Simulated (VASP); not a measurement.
Here is a VASP 6.6.1 calculation.

INCAR

```
ALGO = Normal
EDIFF = 1E-6
EDIFFG = -0.005
ENCUT = 600
GGA = PS
IBRION = 2
ISIF = 3
ISMEAR = 0
LASPH = True
LCHARG = False
LREAL = False
LWAVE = False
NELM = 100
NSW = 80
PREC = Accurate
SIGMA = 0.1
```

The input KPOINTS:

```
k-points
0
Gamma
  16 16 16
```

Contents of POSCAR:

```
AlRu
1.0
    2.9900000000      0.0000000000      0.0000000000
    0.0000000000      2.9900000000      0.0000000000
    0.0000000000      0.0000000000      2.9900000000
Ru Al
1 1
Direct
    0.0000000000      0.0000000000      0.0000000000
    0.5000000000      0.5000000000      0.5000000000
```

Potentials or basis: VASP PAW PBE potentials, release 64 (Ru_pv, Al).

Command:

```console
$ cat potpaw_PBE.64/Ru_pv/POTCAR potpaw_PBE.64/Al/POTCAR > POTCAR
$ mpirun -np 1 vasp_std > vasp.out
```

**Question.** Predict the relaxed cell.

**Answer.** a = 2.977 Å, b = 2.977 Å, c = 2.977 Å, α = 90.00°, β = 90.00°, γ = 90.00°.

**Question.** Estimate the space group after relaxing (to 0.1 Å).

**Answer.** Pm-3m (No. 221).

**Question.** Predict the band gap on the k mesh.

**Answer.** Zero (an odd number of electrons rules out a gap without spin polarisation).

Final structure:
```xyz
2
Lattice="2.9766 0.0000 0.0000 0.0000 2.9766 0.0000 0.0000 0.0000 2.9766" Properties=species:S:1:pos:R:3 pbc="T T T"
Ru    0.0000    0.0000    0.0000
Al    1.4883    1.4883    1.4883
```
